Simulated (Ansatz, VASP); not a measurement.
LiF: VASP beside Ansatz

Contents of INCAR:

```
PREC     = Accurate       # precision mode
ENCUT    = 600            # plane-wave cutoff, eV
EDIFF    = 1E-6           # SCF threshold, eV
ISMEAR   = 0              # smearing method
SIGMA    = 0.01           # smearing width, eV
LREAL    = F              # projectors in reciprocal space
LASPH    = T              # aspherical terms in the spheres
NELM     = 100            # most SCF steps
ALGO     = Normal         # electronic algorithm
ISIF     = 3              # what is computed and relaxed
LWAVE    = F              # write WAVECAR
LCHARG   = F              # write CHGCAR
GGA      = RP             # functional
IBRION   = 2              # ionic algorithm
NSW      = 50             # ionic steps
EDIFFG   = -0.01          # ionic threshold
```

File KPOINTS:

```
regular mesh
0
Gamma
  7 7 7
```

Contents of POSCAR:

```
LiF
1.0
    0.0000000000      2.0140000000      2.0140000000
    2.0140000000      0.0000000000      2.0140000000
    2.0140000000      2.0140000000      0.0000000000
Li F
1 1
Direct
    0.0000000000      0.0000000000      0.0000000000
    0.5000000000      0.5000000000      0.5000000000
```

Input for Ansatz:

```yaml
crystal:
  lattice:
    - [0.0, 2.014, 2.014]
    - [2.014, 0.0, 2.014]
    - [2.014, 2.014, 0.0]
  atoms:
    - { symbol: Li, position: [0.0, 0.0, 0.0] }
    - { symbol: F, position: [0.5, 0.5, 0.5] }
basis:
  ecutwfc: 517.016338673772
kpoints:
  mp_grid:
    grid: [7, 7, 7]
hamiltonian:
  xc: rpbe
  dispersion: none
scf:
  max_iter: 60
  occupations:
    method: fixed
relax:
  max_steps: 30
  cell: {}
```

Alike in both runs: task relaxation of cell and atoms; functional RPBE; k mesh 7 × 7 × 7; no spin polarisation.

```csv
,VASP,Ansatz
version,VASP 6.6.1,Ansatz 0.2.0
potentials or method,"VASP PAW PBE potentials, release 64 (Li_sv, F), cutoff 600 eV","plane waves, PAW"
occupations,"gaussian, width 0.01 eV",fixed
valence electrons in the cell,10,10
```

|  | VASP | Ansatz | Ansatz less VASP |
| --- | --- | --- | --- |
| relaxed volume (Å³/atom) | 8.84 | 8.98 | +0.141 |
| relaxed cell length with the largest relative difference (Å) | 2.924 | 2.939 | +0.0154 |

VASP's potentials were made for PBE, not for RPBE.

Noted on VASP's run: the cutoff is short for stress, so the pressure is rough.
